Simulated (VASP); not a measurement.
Wanted: the native input for a VASP 6.6.1 run.

```
Task                   : single point
Functional             : LDA
Potentials or basis    : VASP PAW LDA potentials, release 64 (O)
Cutoff                 : 520 eV
k mesh                 : 22 × 22 × 22
Occupations            : gaussian, width 0.15 eV
Spin                   : no spin polarisation
Dipole correction      : no
Further INCAR settings : ALGO = Normal; EDIFF = 1e-07; NBANDS = 13
```

The structure of O lies in POSCAR:

```
O
1.0
    0.0000000000      1.5314967744      3.4853274635
    1.5216098476      0.0000000000      3.4853274635
    1.5216098476      1.5314967744      0.0000000000
O
2
Direct
    0.0808467867      0.0808467867      0.9191532133
    0.9191532133      0.9191532133      0.0808467867
```

One way to write it, as run:

INCAR

```
SYSTEM = O
ALGO = Normal ; EDIFF = 1E-7
ENCUT = 520 ; ISIF = 2
ISMEAR = 0 ; LASPH = .TRUE.
LCHARG = .FALSE. ; LREAL = .FALSE.
LWAVE = .FALSE. ; NBANDS = 13
NELM = 60 ; PREC = Accurate
SIGMA = 0.15
```

KPOINTS

```
k-points
0
G
  22 22 22
  0 0 0
```

Potentials or basis: VASP PAW LDA potentials, release 64 (O).

The run is started by

```sh
$ cat potpaw_LDA.64/O/POTCAR > POTCAR
$ mpirun -np 1 vasp_std > vasp.out
```

It gave:

The pressure is 49.5 GPa and the largest force is 9.725 eV/Å. The band gap on the k mesh is zero (bands 6 and 7 overlap by 4.02 eV).

Caveat: the standard files for N, O and F lose accuracy on very short bonds; spin is off for a triplet molecule; the cell stands under pressure; forces of over 1 eV/Å act on the atoms, so gaps and moduli don't describe the material at rest.

Run time: 110 s on 1 thread of Intel(R) Xeon(R) 6975P-C (Granite Rapids) (shared host), peak memory 0.33 GiB.
